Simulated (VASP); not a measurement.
The system is ZnGa2O2.

```
CELL_PARAMETERS angstrom
3.71240 0.00000 0.00000
0.00000 3.71240 0.00000
0.00000 0.00000 4.90798
ATOMIC_POSITIONS crystal
Zn 0.00000 0.00000 0.00000
Ga 0.50000 0.50000 0.72471
Ga 0.50000 0.50000 0.27529
O 0.50000 0.00000 0.50000
O 0.00000 0.50000 0.50000
```

The cell was built from a structure type or drawn by symmetry, and may not be a known phase.

| Property | Result |
| --- | --- |
| Program | VASP 6.6.1 |
| Task | relaxation of cell and atoms |
| Functional | PBE |
| Potentials or basis | VASP PAW PBE potentials, release 64 (Zn, Ga_d, O) |
| Cutoff | 600 eV |
| k mesh | 6 × 6 × 4 |
| Occupations | gaussian, width 0.1 eV |
| Spin | no spin polarisation |

At the start: pressure 1.6 GPa; volume 13.53 Å³/atom.

Q: Where does the relaxation end?

A: Over 7 steps the energy falls by 55.5 meV/atom and the volume is 13.08 Å³/atom (-3.3 %); space group P4/mmm (No. 123, to 0.1 Å) before and after.

The path:
```csv
step,energy change (eV),largest force (eV/Å),pressure (GPa),volume (Å³)
1,0.0000,2.8367,1.65,67.64
2,-0.0976,1.6513,-5.66,68.96
3,-0.2416,0.0387,-3.58,68.36
4,-0.2764,0.1249,-0.65,65.75
5,-0.2767,0.1386,-0.28,65.49
6,-0.2773,0.0904,0.24,65.34
7,-0.2775,0.0042,0.02,65.39
```

Final structure:
```
Zn Ga O
1.0
     3.63306    0.00000    0.00000
     0.00000    3.63306    0.00000
     0.00000    0.00000    4.95436
Zn Ga O
1 2 2
Cartesian
  0.0000 0.0000 0.0000
  1.8165 1.8165 3.6758
  1.8165 1.8165 1.2785
  1.8165 0.0000 2.4772
  0.0000 1.8165 2.4772
```
